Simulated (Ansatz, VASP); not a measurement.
Two plane-wave programs on CdTe

File INCAR:

```
ALGO = Normal
EDIFF = 1E-6
ENCUT = 520
GGA = PS
ISIF = 2
ISMEAR = 0
LASPH = True
LCHARG = False
LREAL = False
LWAVE = False
NBANDS = 16
NELM = 60
PREC = Accurate
SIGMA = 0.05
```

Contents of KPOINTS:

```
k-points
0
Gamma
  8 8 8
```

The input POSCAR:

```
CdTe
1.0
    0.0000000000      3.1088500000      3.1569250000
    3.1088500000      0.0000000000      3.1569250000
    3.1088500000      3.1088500000      0.0000000000
Cd Te
1 1
Direct
    0.0000000000      0.0000000000      0.0000000000
    0.7500000000      0.7500000000      0.7500000000
```

Input for Ansatz:

```yaml
crystal:
  lattice:
    - [0.0, 3.10885, 3.156925]
    - [3.10885, 0.0, 3.156925]
    - [3.10885, 3.10885, 0.0]
  atoms:
    - { symbol: Cd, position: [0.0, 0.0, 0.0] }
    - { symbol: Te, position: [0.75, 0.75, 0.75] }
basis:
  ecutwfc: 420
kpoints:
  mp_grid: { grid: [8, 8, 8] }
hamiltonian:
  xc: pbesol
scf:
  occupations: { method: gaussian, width: 0.05 }
output:
  forces: true
  stress: true
  eigenvalues: true
```

Change from the starting cell: strain -0.030 along x and y, -0.015 along z, atoms carried along.

Alike in both runs: task single point; functional PBEsol; k mesh 8 × 8 × 8; occupations gaussian, width 0.05 eV; no spin polarisation.

```csv
,VASP,Ansatz
version,VASP 6.6.1,Ansatz 0.2.0
potentials or method,"VASP PAW PBE potentials, release 64 (Cd, Te), cutoff 520 eV","scalar-relativistic, plane waves, PAW"
valence electrons in the cell,18,36
```

Ansatz gave:

- gap on the k mesh at the Fermi level (eV): 0.97
- least direct gap on the mesh (eV): 0.97
- pressure (GPa): 6.1
- traceless stress, the component that is largest in VASP (GPa): -0.12

Q: What did VASP give for the same quantities?

A: gap on the k mesh at the Fermi level (eV): 0.97; least direct gap on the mesh (eV): 0.97; pressure (GPa): 6.4; traceless stress, the component that is largest in VASP (GPa): -0.12.

VASP's potentials were made for PBE, not for PBEsol. VASP's potentials hold 18 valence electrons a cell and Ansatz's 36, so a difference there can come from the potentials and not from the codes.

Neither program's run includes spin-orbit coupling.
